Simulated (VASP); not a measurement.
# ZnO (P6_3mc) in VASP: a series of runs

The runs below take ZnO through electric field gradients, with LDA.

Program: VASP 6.6.1. These are calculated values, not measurements. Logs are shortened: lines on timing, memory, paths and dates and some standing lists are left out, and cuts for length are marked.

## (1) The cell of the first run

The structure is hexagonal, space group P6_3mc (No. 186). Conventional cell: a = 3.249 Å, b = 3.249 Å, c = 5.204 Å, α = 90.00°, β = 90.00°, γ = 120.00°. Within 2.6 Å of Zn (site symmetry 3m) lie 4 O at 1.97 to 1.99 Å. Within 2.6 Å of O (site symmetry 3m) lie 4 Zn at 1.97 to 1.99 Å.

## (2) Electric field gradients, LDA

INCAR reads:

```
  ALGO = Normal
  EDIFF = 1E-8
  ENCUT = 910
  GGA = CA
  GGA_COMPAT = False
  ISIF = 2
  ISMEAR = -1
  LASPH = True
  LCHARG = False
  LEFG = True
  LREAL = False
  LWAVE = False
  NBANDS = 26
  NELM = 120
  PREC = Accurate
  SIGMA = 0.01
```

KPOINTS reads:

```
k-points
0
Gamma
  8 8 5
```

POSCAR reads:

```
ZnO
1.0
    3.2493987239      0.0000000000      0.0000000000
   -1.6246993619      2.8140618419      0.0000000000
    0.0000000000      0.0000000000      5.2038000000
Zn O
2 2
Direct
    0.3333333333      0.6666666667      0.0000000000
    0.6666666667      0.3333333333      0.5000000000
    0.3333333333      0.6666666667      0.3821000000
    0.6666666667      0.3333333333      0.8821000000
```

Potentials or basis: VASP PAW LDA potentials, release 64 (Zn, O_h).

Launch:

```sh
cat potpaw_LDA.64/Zn/POTCAR potpaw_LDA.64/O_h/POTCAR > POTCAR
mpirun -np 1 vasp_std > vasp.out
```

OUTCAR:

```text
EDIFF = 1E-8
   ENCUT = 910
   GGA = CA
   ISIF = 2
   ISMEAR = -1
   LASPH = True
   LREAL = False
   NELM = 120
   PREC = Accurate

 ion  position               nearest neighbor table
   1  0.333  0.667  0.000-   4 1.97   4 1.97   4 1.97   3 1.99
   2  0.667  0.333  0.500-   3 1.97   3 1.97   3 1.97   4 1.99
   3  0.333  0.667  0.382-   2 1.97   2 1.97   2 1.97   1 1.99
   4  0.667  0.333  0.882-   1 1.97   1 1.97   1 1.97   2 1.99

  LATTYP: Found a hexagonal cell.
 ALAT       =     3.2493987239
 C/A-ratio  =     1.6014655148

  Lattice vectors:

 A1 = (   3.2493987239,   0.0000000000,   0.0000000000)
 A2 = (  -1.6246993619,   2.8140618419,   0.0000000000)
 A3 = (   0.0000000000,   0.0000000000,   5.2038000000)

Analysis of symmetry for initial positions (statically):
=====================================================================
 Subroutine PRICEL returns:
 Original cell was already a primitive cell.

 Routine SETGRP: Setting up the symmetry group for a
 hexagonal supercell.

 Subroutine GETGRP returns: Found 12 space group operations
 (whereof  6 operations were pure point group operations)
 out of a pool of 24 trial point group operations.

The static configuration has the point symmetry C_3v.
 The point group associated with its full space group is C_6v.

Analysis of symmetry for dynamics (positions and initial velocities):
=====================================================================
 Subroutine PRICEL returns:
 Original cell was already a primitive cell.

 Routine SETGRP: Setting up the symmetry group for a
 hexagonal supercell.

 Subroutine GETGRP returns: Found 12 space group operations
 (whereof  6 operations were pure point group operations)
 out of a pool of 24 trial point group operations.

The dynamic configuration has the point symmetry C_3v.
 The point group associated with its full space group is C_6v.

 Subroutine INISYM returns: Found 12 space group operations
 (whereof  6 operations are pure point group operations),
 and found     1 'primitive' translations

----------------------------------------------------------------------------------------

                                     Primitive cell

  volume of cell :      47.5836

  direct lattice vectors                    reciprocal lattice vectors
     3.249398724  0.000000000  0.000000000     0.307749244  0.177679109  0.000000000
    -1.624699362  2.814061842  0.000000000     0.000000000  0.355358217  0.000000000
     0.000000000  0.000000000  5.203800000     0.000000000  0.000000000  0.192167262

  length of vectors
     3.249398724  3.249398724  5.203800000     0.355358217  0.355358217  0.192167262

  position of ions in fractional coordinates (direct lattice)
     0.333333333  0.666666667  0.000000000
     0.666666667  0.333333333  0.500000000
     0.333333333  0.666666667  0.382100000
     0.666666667  0.333333333  0.882100000

  ion indices of the primitive-cell ions
   primitive index   ion index
                 1           1
                 2           2
                 3           3
                 4           4

----------------------------------------------------------------------------------------

 KPOINTS: k-points

Automatic generation of k-mesh.
 Grid dimensions read from file:
 generate k-points for:    8    8    5

 Generating k-lattice:

  Cartesian coordinates                     Fractional coordinates (reciprocal lattice)
[... 41 lines left out ...]
 [... further k-points ...]
   k-points           NKPTS =     30   k-points in BZ     NKDIM =     30   number of bands    NBANDS=     26
   number of dos      NEDOS =    301   number of ions     NIONS =      4
   total plane-waves  NPLWV =  55296
   dimension x,y,z NGX =    32 NGY =   32 NGZ =   54
   dimension x,y,z NGXF=    64 NGYF=   64 NGZF=  108
   ions per type =               2   2
   NGX,Y,Z   is equivalent  to a cutoff of  16.37, 16.37, 17.25 a.u.
   NGXF,Y,Z  is equivalent  to a cutoff of  32.74, 32.74, 34.50 a.u.
 SYSTEM =  unknown system
   PREC   = accura    normal or accurate (medium, high low for compatibility)
   ISTART =      0    job   : 0-new  1-cont  2-samecut
   ICHARG =      2    charge: 1-file 2-atom 10-const
   ISPIN  =      1    spin polarized calculation?
   LNONCOLLINEAR =      F non collinear calculations
   LSORBIT =      F    spin-orbit coupling
   LASPH  =      T    aspherical Exc in radial PAW
   ENCUT  =  910.0 eV  66.88 Ry    8.18 a.u.   7.99  7.99 12.80*2*pi/ulx,y,z
   NELM   =    120;   NELMIN=  2; NELMDL= -5     # of ELM steps
   EDIFF  = 0.1E-07   stopping-criterion for ELM
   LREAL  =      F    real-space projection
   EDIFFG = 0.1E-06   stopping-criterion for IOM
   NSW    =      0    number of steps for IOM
   IBRION =     -1    ionic relax: 0-MD 1-quasi-New 2-CG
   NFREE  =      0    steps in history (QN), initial steepest desc. (CG)
   ISIF   =      2    stress and relaxation
   ISYM   =      2    0-nonsym 1-usesym 2-fastsym
   POTIM  = 0.5000    time-step for ionic-motion
   TEBEG  =    0.0;   TEEND  =   0.0 temperature during run
   PSTRESS=    0.0 pullay stress
   NELECT =      36.0000    total number of electrons
   NUPDOWN=      -1.0000    fix difference up-down
   EMIN   =  10.00;   EMAX   =-10.00  energy-range for DOS
   EFERMI =   0.00;   METHOD = LEGACY
   ISMEAR =    -1;   SIGMA  =   0.01  broadening in eV -4-tet -1-fermi 0-gaus
   EFERMI_NEDOS =   21; number of points for ismear=-14 and -15
   IALGO  =     38    algorithm
   IMIX   =      4    mixing-type and parameters
     AMIX     =   0.40;   BMIX     =  1.00
     AMIX_MAG =   1.60;   BMIX_MAG =  1.00
  volume/ion in A,a.u.               =      11.90        80.28
  Fermi-wavevector in a.u.,A,eV,Ry     =   1.491729  2.818959 30.276436  2.225255
  Thomas-Fermi vector in A             =   2.604347
   LORBIT       =      0    0 simple, 1 ext, 2 COOP (PROOUT), +10 PAW based schemes
   GGA     = CA    functional components
   LHFCALC =     F    Hartree Fock is set to
   AEXX    =    0.0000 exact exchange contribution
   IVDW    =     0    specifies the selected vdW correction
   LEPSILON=     F    determine dielectric tensor
   LRPA    =     F    only Hartree local field effects (RPA)
 non-spin polarized calculation
  energy-cutoff  :      910.00
  volume of cell :       47.58
 maximum number of plane-waves:      2984
 NGX is ok and might be reduce to    32
   NGX = 15   NGY = 15   NGZ = 25

 number of electron      35.9999997 magnetization

 Free energy of the ion-electron system (eV)
  ---------------------------------------------------
  ext. energy  EPLUGINS =         0.00000000
  ---------------------------------------------------
  free energy    TOTEN  =       -21.13683569 eV

  energy without entropy =      -21.13683569  energy(sigma->0) =      -21.13683569

 E-fermi :   1.4621     XC(G=0): -11.4693

 val. band max:        1.2080353428   @ k =   0.0000   0.0000   0.0000
 cond. band min:       1.9519359611   @ k =   0.0000   0.0000   0.0000
 fundamental gap:      0.7439006183
 Fermi energy:         1.4621116661

 k-point     1 :       0.0000    0.0000    0.0000
  band No.  band energies     occupation
      1     -16.5965      2.00000
      2     -15.8217      2.00000
      3      -4.5762      2.00000
      4      -4.5762      2.00000
      5      -4.4905      2.00000
      6      -4.4719      2.00000
[... 685 lines left out ...]
     25      14.5895      0.00000
     26      14.8161      0.00000

 [... further k-points ...]

------------------------ aborting loop because EDIFF is reached ----------------------------------------

  FORCE on cell =-STRESS in cart. coord.  units (eV):
  Direction    XX          YY          ZZ          XY          YZ          ZX
  --------------------------------------------------------------------------------------
  -------------------------------------------------------------------------------------
  Total       -1.9339157     -1.9339157     -1.7553487     -0.0000000      0.0000000      0.0000000
  in kB      -65.1164758    -65.1164758    -59.1039818     -0.0000000      0.0000000      0.0000000
  external PRESSURE =     -63.1123111 kB  Pullay stress =       0.0000000 kB

 VOLUME and BASIS-vectors are now :
 -----------------------------------------------------------------------------
  energy-cutoff  :      910.00
  volume of cell :       47.58
      direct lattice vectors                 reciprocal lattice vectors
     3.249398724  0.000000000  0.000000000     0.307749244  0.177679109  0.000000000
    -1.624699362  2.814061842  0.000000000     0.000000000  0.355358217  0.000000000
     0.000000000  0.000000000  5.203800000     0.000000000  0.000000000  0.192167262

 POSITION                                       TOTAL-FORCE (eV/Angst)
 -----------------------------------------------------------------------------------
     -0.00000      1.87604      0.00000         0.000000     -0.000000      0.040714
      1.62470      0.93802      2.60190        -0.000000      0.000000      0.040714
     -0.00000      1.87604      1.98837        -0.000000      0.000000     -0.040714
      1.62470      0.93802      4.59027        -0.000000     -0.000000     -0.040714
 -----------------------------------------------------------------------------------
    total drift:                               -0.000000      0.000000     -0.000607

  FREE ENERGIE OF THE ION-ELECTRON SYSTEM (eV)
  ---------------------------------------------------
  free  energy   TOTEN  =       -21.1368356874 eV

  energy  without entropy=      -21.1368356874  energy(sigma->0) =      -21.13683569

 Electric field gradients (V/A^2)
---------------------------------------------------------------------
 ion       V_xx      V_yy      V_zz      V_xy      V_xz      V_yz
---------------------------------------------------------------------
   1      -3.893    -3.894     7.787    -0.001     0.000    -0.000
   2      -3.893    -3.894     7.787    -0.001    -0.000     0.000
   3       1.738     1.739    -3.476     0.001     0.000    -0.000
   4       1.738     1.739    -3.476     0.001    -0.000     0.000
---------------------------------------------------------------------

 Electric field gradients after diagonalization (V/A^2)
 (convention: |V_zz| > |V_xx| > |V_yy|)
----------------------------------------------------------------------
 ion       V_xx      V_yy      V_zz     asymmetry (V_yy - V_xx)/ V_zz
----------------------------------------------------------------------
   1      -3.895    -3.892     7.787       0.000
   2      -3.895    -3.892     7.787       0.000
   3       1.739     1.737    -3.476       0.000
   4       1.739     1.737    -3.476       0.000
----------------------------------------------------------------------

           NMR quadrupolar parameters

 Cq : quadrupolar parameter    Cq=e*Q*V_zz/h
 eta: asymmetry parameters     (V_yy - V_xx)/ V_zz
 Q  : nuclear electric quadrupole moment in mb (millibarn)
----------------------------------------------------------------------
 ion       Cq(MHz)       eta       Q (mb)
----------------------------------------------------------------------
   1       0.019       0.000       1.000
   2       0.019       0.000       1.000
   3      -0.008       0.000       1.000
   4      -0.008       0.000       1.000
----------------------------------------------------------------------
```

It took 66 s on 1 thread of Intel Xeon Platinum 8124M at 3.00GHz (Skylake/Cascade Lake), shared host; peak memory 0.23 GiB.

Results:

* Free energy: -21.1368 eV
* Pressure: -6.3 GPa
* Largest force: 0.041 eV/Å
* Band gap on the k mesh: 0.74 eV
* Largest electric field gradient by atom: Zn +7.8; O -3.5 V/Å²

Forces in eV/Å, atoms in the order of the input:
```
Zn   0.000  0.000  0.041
Zn   0.000  0.000  0.041
O    0.000  0.000 -0.041
O    0.000  0.000 -0.041
```

Stress tensor (GPa, compression positive):
```
-6.51  0.00  0.00
 0.00 -6.51  0.00
 0.00  0.00 -5.91
```

Electric field gradients, principal values (V/Å²):
| atom | least | middle | greatest (by size) |
| --- | --- | --- | --- |
| 1 Zn | -3.892 | -3.895 | 7.787 |
| 2 Zn | -3.892 | -3.895 | 7.787 |
| 3 O | 1.737 | 1.739 | -3.476 |
| 4 O | 1.737 | 1.739 | -3.476 |

Caveat: the cutoff is under 1.25 times the usual one of these potentials, so pressure, stress and relaxed cells hold a basis-set (Pulay) error; the cell stands under tension; without QUAD_EFG the Cq values of the log hold for a quadrupole moment of 1 mb, not for the nuclei.

[end of part 1 of 2]
